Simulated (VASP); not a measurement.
# C in VASP: notebook, part 2 of 2

VASP 6.6.1. The steps go on from the part before.

## 5. Single point, PBE

Input file INCAR:

```
PREC     = Accurate       # precision mode
ENCUT    = 520            # plane-wave cutoff, eV
EDIFF    = 1E-6           # SCF threshold, eV
ISMEAR   = -1             # smearing method
SIGMA    = 0.05           # smearing width, eV
LREAL    = Auto         
LASPH    = True           # aspherical terms in the spheres
NELM     = 100            # most SCF steps
ALGO     = Normal         # electronic algorithm
ISIF     = 2              # what is computed and relaxed
LWAVE    = False          # write WAVECAR
LCHARG   = False          # write CHGCAR
GGA      = PE             # functional
ISYM     = 0            
NBANDS   = 46             # bands
```

Input file KPOINTS:

```
Automatic mesh
0
Gamma
  1 1 1
  0.25 0.25 0.25
```

Input file POSCAR:

```
C
1.0
    5.4696720000     -0.0080320000      0.0476870000
   -0.0080320000      5.1910130000      0.0535580000
    0.0476870000      0.0535580000      5.3543890000
C
16
Direct
    0.6041070599      0.2708558142      0.6860998428
    0.8998858831      0.7086174626      0.2915049706
    0.0483537652      0.0889727809      0.6028140559
    0.2398659185      0.1679751086      0.4429147944
    0.7386546638      0.7793280214      0.7171101175
    0.8988218482      0.8673194328      0.5277248232
    0.7905344338      0.4426798555      0.7711021251
    0.4043218787      0.5784765387      0.3437260640
    0.1407700512      0.3221386203      0.0382370422
    0.2888011535      0.1079643416      0.1675632057
    0.6187095380     -0.0104224375      0.8380911068
   -0.0025779556      0.2718108375      0.8277886217
    0.4294211020      0.3581043492      0.4982220834
    0.5957871985      0.7455563254      0.2454495163
    0.4943797958      0.9560005832      0.0795661338
    0.0991190448      0.5590660806      0.2185449823
```

Potentials or basis: VASP PAW PBE potentials, release 64 (C).

Run with:

```console
$ cat potpaw_PBE.64/C/POTCAR > POTCAR
$ mpirun -np 1 vasp_std > vasp.out
```

OUTCAR:

```text
PREC = Accurate
   ENCUT = 520
   EDIFF = 1E-6
   ISMEAR = -1
   LREAL = Auto
   LASPH = True
   NELM = 100
   ISIF = 2
   GGA = PE
   ISYM = 0

 ion  position               nearest neighbor table
   1  0.604  0.271  0.686-   7 1.44  13 1.47  11 1.66
   2  0.900  0.709  0.292-  16 1.39   6 1.52  14 1.70
   3  0.048  0.089  0.603-   4 1.40   6 1.48  12 1.57
   4  0.240  0.168  0.443-   3 1.40  13 1.47  10 1.53
   5  0.739  0.779  0.717-   6 1.40  11 1.44   7 1.79
   6  0.899  0.867  0.528-   5 1.40   3 1.48   2 1.52
[... 8 lines left out ...]
  15  0.494  0.956  0.080-  10 1.45  11 1.46  14 1.51
  16  0.099  0.559  0.219-   2 1.39   9 1.59   8 1.81

IMPORTANT INFORMATION: All symmetrisations will be switched off!
NOSYMM: (Re-)initialisation of all symmetry stuff for point group C_1.

----------------------------------------------------------------------------------------

                                     Primitive cell

  volume of cell :     152.0000

  direct lattice vectors                    reciprocal lattice vectors
     5.469672000 -0.008032000  0.047687000     0.182840983  0.000299740 -0.001631408
    -0.008032000  5.191013000  0.053558000     0.000299740  0.192661001 -0.001929787
     0.047687000  0.053558000  5.354389000    -0.001631408 -0.001929787  0.186796505

  length of vectors
     5.469885771  5.191295497  5.354869193     0.182848507  0.192670899  0.186813597

  position of ions in fractional coordinates (direct lattice)
     0.604107060  0.270855814  0.686099843
     0.899885883  0.708617463  0.291504971
     0.048353765  0.088972781  0.602814056
     0.239865919  0.167975109  0.442914794
     0.738654664  0.779328021  0.717110117
     0.898821848  0.867319433  0.527724823
[... 8 lines left out ...]
     0.494379796  0.956000583  0.079566134
     0.099119045  0.559066081  0.218544982

  ion indices of the primitive-cell ions
   primitive index   ion index
                 1           1
                 2           2
                 3           3
                 4           4
                 5           5
                 6           6
[... 8 lines left out ...]
                15          15
                16          16

----------------------------------------------------------------------------------------

 KPOINTS: Automatic mesh

Automatic generation of k-mesh.
 Grid dimensions read from file:
 generate k-points for:    1    1    1

 Generating k-lattice:

  Cartesian coordinates                     Fractional coordinates (reciprocal lattice)
     0.182840983  0.000299740 -0.001631408     1.000000000 -0.000000000  0.000000000
     0.000299740  0.192661001 -0.001929787    -0.000000000  1.000000000  0.000000000
    -0.001631408 -0.001929787  0.186796505     0.000000000  0.000000000  1.000000000

  Length of vectors
     0.182848507  0.192670899  0.186813597

  Shift w.r.t. Gamma in fractional coordinates (k-lattice)
     0.250000000  0.250000000  0.250000000

 Subroutine IBZKPT returns following result:
 ===========================================

 Found      1 irreducible k-points:

 Following reciprocal coordinates:
            Coordinates               Weight
  0.250000  0.250000  0.250000      2.000000
   k-points           NKPTS =      1   k-points in BZ     NKDIM =      1   number of bands    NBANDS=     46
   number of dos      NEDOS =    301   number of ions     NIONS =     16
   total plane-waves  NPLWV =  67200
   dimension x,y,z NGX =    42 NGY =   40 NGZ =   40
   dimension x,y,z NGXF=    84 NGYF=   80 NGZF=   80
   ions per type =              16
   NGX,Y,Z   is equivalent  to a cutoff of  12.77, 12.81, 12.42 a.u.
   NGXF,Y,Z  is equivalent  to a cutoff of  25.53, 25.62, 24.84 a.u.
 SYSTEM =  unknown system
   PREC   = accura    normal or accurate (medium, high low for compatibility)
   ISTART =      0    job   : 0-new  1-cont  2-samecut
   ICHARG =      2    charge: 1-file 2-atom 10-const
   ISPIN  =      1    spin polarized calculation?
   LNONCOLLINEAR =      F non collinear calculations
   LSORBIT =      F    spin-orbit coupling
   LASPH  =      T    aspherical Exc in radial PAW
   ENCUT  =  520.0 eV  38.22 Ry    6.18 a.u.  10.17  9.65  9.96*2*pi/ulx,y,z
   NELM   =    100;   NELMIN=  2; NELMDL= -5     # of ELM steps
   EDIFF  = 0.1E-05   stopping-criterion for ELM
   LREAL  =      T    real-space projection
   EDIFFG = 0.1E-04   stopping-criterion for IOM
   NSW    =      0    number of steps for IOM
   IBRION =     -1    ionic relax: 0-MD 1-quasi-New 2-CG
   NFREE  =      0    steps in history (QN), initial steepest desc. (CG)
   ISIF   =      2    stress and relaxation
   ISYM   =      0    0-nonsym 1-usesym 2-fastsym
   POTIM  = 0.5000    time-step for ionic-motion
   TEBEG  =    0.0;   TEEND  =   0.0 temperature during run
   PSTRESS=    0.0 pullay stress
   NELECT =      64.0000    total number of electrons
   NUPDOWN=      -1.0000    fix difference up-down
   EMIN   =  10.00;   EMAX   =-10.00  energy-range for DOS
   EFERMI =   0.00;   METHOD = LEGACY
   ISMEAR =    -1;   SIGMA  =   0.05  broadening in eV -4-tet -1-fermi 0-gaus
   EFERMI_NEDOS =   21; number of points for ismear=-14 and -15
   IALGO  =     38    algorithm
   IMIX   =      4    mixing-type and parameters
     AMIX     =   0.40;   BMIX     =  1.00
     AMIX_MAG =   1.60;   BMIX_MAG =  1.00
  volume/ion in A,a.u.               =       9.50        64.11
  Fermi-wavevector in a.u.,A,eV,Ry     =   1.227026  2.318742 20.484818  1.505592
  Thomas-Fermi vector in A             =   2.362004
   LORBIT       =      0    0 simple, 1 ext, 2 COOP (PROOUT), +10 PAW based schemes
   GGA     = PE    functional components
   LHFCALC =     F    Hartree Fock is set to
   AEXX    =    0.0000 exact exchange contribution
   IVDW    =     0    specifies the selected vdW correction
   LEPSILON=     F    determine dielectric tensor
   LRPA    =     F    only Hartree local field effects (RPA)
 non-spin polarized calculation
  energy-cutoff  :      520.00
  volume of cell :      152.00
 maximum number of plane-waves:      4091
 NGX is ok and might be reduce to    40
   NGX = 21   NGY = 19   NGZ = 19

 number of electron      64.0000001 magnetization

 Free energy of the ion-electron system (eV)
  ---------------------------------------------------
  ext. energy  EPLUGINS =         0.00000000
  ---------------------------------------------------
  free energy    TOTEN  =      -133.50165033 eV

  energy without entropy =     -133.50152883  energy(sigma->0) =     -133.50158958

 E-fermi :   4.0322     XC(G=0): -10.1690

 val. band max:        3.5429550032   @ k =   0.2500   0.2500   0.2500
 cond. band min:       4.5213714539   @ k =   0.2500   0.2500   0.2500
 fundamental gap:      0.9784164507
 Fermi energy:         4.0321632311

 k-point     1 :       0.2500    0.2500    0.2500
  band No.  band energies     occupation
      1     -14.2625      2.00000
      2     -13.3304      2.00000
      3     -12.6566      2.00000
      4     -11.8900      2.00000
      5     -11.0472      2.00000
      6     -10.4384      2.00000
[... 36 lines left out ...]
     43      10.2142      0.00000
     44      10.8918      0.00000
 [bands above 44 left out]

------------------------ aborting loop because EDIFF is reached ----------------------------------------

  FORCE on cell =-STRESS in cart. coord.  units (eV):
  Direction    XX          YY          ZZ          XY          YZ          ZX
  --------------------------------------------------------------------------------------
  -------------------------------------------------------------------------------------
  Total      -20.6817917    -27.8195262    -11.3436991     13.2874471     -2.5787962     -2.9070718
  in kB     -217.9992884   -293.2355668   -119.5698300    140.0581750    -27.1821586    -30.6423927
  external PRESSURE =    -210.2682284 kB  Pullay stress =       0.0000000 kB

 VOLUME and BASIS-vectors are now :
 -----------------------------------------------------------------------------
  energy-cutoff  :      520.00
  volume of cell :      152.00
      direct lattice vectors                 reciprocal lattice vectors
     5.469672000 -0.008032000  0.047687000     0.182840983  0.000299740 -0.001631408
    -0.008032000  5.191013000  0.053558000     0.000299740  0.192661001 -0.001929787
     0.047687000  0.053558000  5.354389000    -0.001631408 -0.001929787  0.186796505

 POSITION                                       TOTAL-FORCE (eV/Angst)
 -----------------------------------------------------------------------------------
      3.33481      1.43791      3.71696         0.648560      0.350536      0.236843
      4.93029      3.68683      1.64170        -0.347205      0.400138      1.325033
      0.29251      0.49376      3.23477         1.199627      1.022648     -0.835720
      1.33176      0.89376      2.39197        -0.842416     -1.568653     -0.340905
      4.06814      4.07798      3.91665         0.300527     -0.277012      1.187351
      4.93446      4.52331      2.91496         0.552202     -0.082971     -0.871829
[... 8 lines left out ...]
      2.70021      4.96290      0.50081         0.070135      0.580736      0.566839
      0.54808      2.91303      1.20484         1.619030     -0.980672     -0.706609
 -----------------------------------------------------------------------------------
    total drift:                                0.014596     -0.018856     -0.014242

  FREE ENERGIE OF THE ION-ELECTRON SYSTEM (eV)
  ---------------------------------------------------
  free  energy   TOTEN  =      -133.5016503310 eV

  energy  without entropy=     -133.5015288287  energy(sigma->0) =     -133.50158958
```

Wall time 8.6 s (1 thread of Intel Xeon 6975P-C (Granite Rapids), shared host); peak memory 0.22 GiB.

What came out:

```yaml
Free_energy: -133.5017 eV
Pressure: -21.0 GPa
Largest_force: 2.396 eV/Å
Band_gap_on_the_k_mesh: 0.98 eV
```

Forces on the atoms (eV/Å):
```
C    0.649  0.351  0.237
C   -0.347  0.400  1.325
C    1.200  1.023 -0.836
C   -0.842 -1.569 -0.341
C    0.301 -0.277  1.187
C    0.552 -0.083 -0.872
C   -2.219  0.406 -0.808
C   -0.787 -0.092  0.749
C   -0.375 -1.058  0.922
C    0.423  0.981 -0.501
C   -0.512 -0.201 -0.770
C    0.489  1.025 -0.132
C   -0.025 -0.266  1.060
C   -0.195 -0.240 -1.080
C    0.070  0.581  0.567
C    1.619 -0.981 -0.707
```

Levels at points of the mesh, in eV from the valence-band top:
```tsv
k point	band 28	band 29	band 30	band 31	band 32	band 33	band 34	band 35	band 36	band 37
(0.25, 0.25, 0.25)	-2.58	-1.83	-1.51	-0.92	0.00	0.98	1.81	2.55	2.83	3.71
```

Caveat: the k points lie up to 1.21 Å⁻¹ apart.

## 6. Single point, PBE

Input file INCAR:

```
PREC = Accurate
ENCUT = 520
EDIFF = 1E-7
ISMEAR = -1
SIGMA = 0.05
LREAL = Auto
LASPH = True
NELM = 100
ALGO = Normal
ISIF = 2
LWAVE = False
LCHARG = False
GGA = PE
ISYM = 0
NBANDS = 46
```

KPOINTS is that of step 5.

Input file POSCAR:

```
C
1.0
    5.4696720000     -0.0080320000      0.0476870000
   -0.0080320000      5.1910130000      0.0535580000
    0.0476870000      0.0535580000      5.3543890000
C
16
Direct
    0.5960070139      0.2537754565      0.7100981097
    0.9003488036      0.6679141754      0.3100644946
    0.0350899340      0.0788503602      0.6081929420
    0.2289996946      0.1262336214      0.4597624250
    0.7351236683      0.7605562502      0.7412175854
    0.8813988763      0.8409260917      0.5356085283
    0.7636919956      0.4487369427      0.7808109136
    0.3877226143      0.5229057565      0.3493709339
    0.1298390131      0.2973310161      0.0494547394
    0.2835489906      0.0912679975      0.1779958961
    0.6033469948     -0.0306007368      0.8500859960
   -0.0120904918      0.2807009822      0.8386691322
    0.4400748521      0.3052347303      0.5105909169
    0.5722252303      0.7003927562      0.2398187095
    0.4923534452      0.9265085782      0.1011148415
    0.0927076503      0.5182337980      0.2339005411
```

Potentials or basis: VASP PAW PBE potentials, release 64 (C).

Run with:

```console
$ cat potpaw_PBE.64/C/POTCAR > POTCAR
$ mpirun -np 1 vasp_std > vasp.out
```

Wall time 9.9 s (1 thread of Intel Xeon 6975P-C (Granite Rapids), shared host); peak memory 0.22 GiB.

It converged, with:

- Free energy: -133.3195 eV
- Pressure: -20.4 GPa
- Largest force: 3.734 eV/Å
- Band gap on the k mesh: 0.86 eV

Forces in eV/Å, atoms in the order of the input:
```
C    0.477 -0.806  0.241
C   -1.446  1.228  1.318
C   -0.887 -0.109  0.754
C    2.341 -0.021 -1.669
C   -0.472 -0.757 -0.590
C    0.987  0.720 -0.421
C    0.562 -0.233  0.970
C    0.965  1.386  0.460
C   -0.654 -0.438  1.012
C    0.325 -1.295 -0.011
C    0.610 -0.040  0.732
C   -0.243 -0.609 -1.386
C   -3.509  0.957 -0.843
C    0.165 -1.286  1.005
C   -1.463  1.807 -1.392
C    2.243 -0.504 -0.180
```

Stress tensor (GPa, compression positive):
```
-20.64  14.74  -3.03
 14.74 -30.80  -2.58
 -3.03  -2.58  -9.90
```

Levels at points of the mesh, in eV from the valence-band top:
```csv
k point,band 29,band 30,band 31,band 32,band 33,band 34,band 35,band 36
"(0.25, 0.25, 0.25)",-1.96,-1.50,-0.88,0.00,0.86,1.80,2.60,2.95
```

Caveat: the k points lie up to 1.21 Å⁻¹ apart.
